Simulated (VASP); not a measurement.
## Si: electric field gradients with PBE

The system is Si.

```
Si
1.0
    -2.22058    2.33649    1.25777
     2.22058   -2.33649    1.25777
     2.22058    2.33649   -1.25777
Si
2
Direct
  0.80700 0.55700 0.25000
  0.19300 0.44300 0.75000
```

```
Program                : VASP 6.6.1
Task                   : electric field gradients
Functional             : PBE
Potentials or basis    : VASP PAW PBE potentials, release 64 (Si)
Cutoff                 : 520 eV
k mesh                 : 16 × 16 × 16
Occupations            : fermi-dirac, width 0.05 eV
Spin                   : no spin polarisation
Dipole correction      : no
Further INCAR settings : ALGO = Normal; EDIFF = 1e-08; NBANDS = 11
```

```json
{
  "Pressure": "23.3 GPa",
  "Largest force": "0.041 eV/Å",
  "Band gap on the k mesh": "zero (bands 4 and 5 overlap by 7.71 eV)",
  "Largest electric field gradient by atom": "Si -27.3 V/Å²"
}
```

Forces on the atoms (eV/Å):
```
Si   0.000  0.000 -0.041
Si   0.000  0.000  0.041
```

Stress tensor (GPa, compression positive):
```
22.06  0.00  0.00
 0.00 25.85  0.00
 0.00  0.00 22.12
```

Levels at points of the mesh, in eV from the Fermi level:
```
           k point  band 1  band 2  band 3  band 4  band 5  band 6  band 7  band 8  band 9
(0.00, 0.00, 0.00)  -15.20   -3.07   -2.56   -1.51    0.89    7.82    9.48   10.36   11.07
(0.50, 0.00, 0.00)   -8.11   -7.86   -1.82   -1.45   -1.26   -0.08    5.07    5.35   10.53
(0.00, 0.50, 0.00)   -8.00   -7.58   -2.91   -2.27   -1.28    0.89    5.41    6.29    9.92
(0.50, 0.50, 0.00)  -11.75  -11.75    0.12    0.12    3.03    3.03    9.01    9.01   10.61
(0.50, 0.50, 0.50)   -9.38   -8.30   -7.98   -7.68    5.97    6.59   14.87   15.45   15.55
```

Electric field gradients, principal values (V/Å²):
```csv
atom,least,middle,greatest (by size)
1 Si,10.424,16.830,-27.254
2 Si,10.424,16.830,-27.254
```

Wall time 4.2 min on 1 thread of Intel Xeon 8259CL, on a shared host, peak memory 0.26 GiB.

Caveat: the cell stands under pressure; without QUAD_EFG the Cq values of the log hold for a quadrupole moment of 1 mb, not for the nuclei.
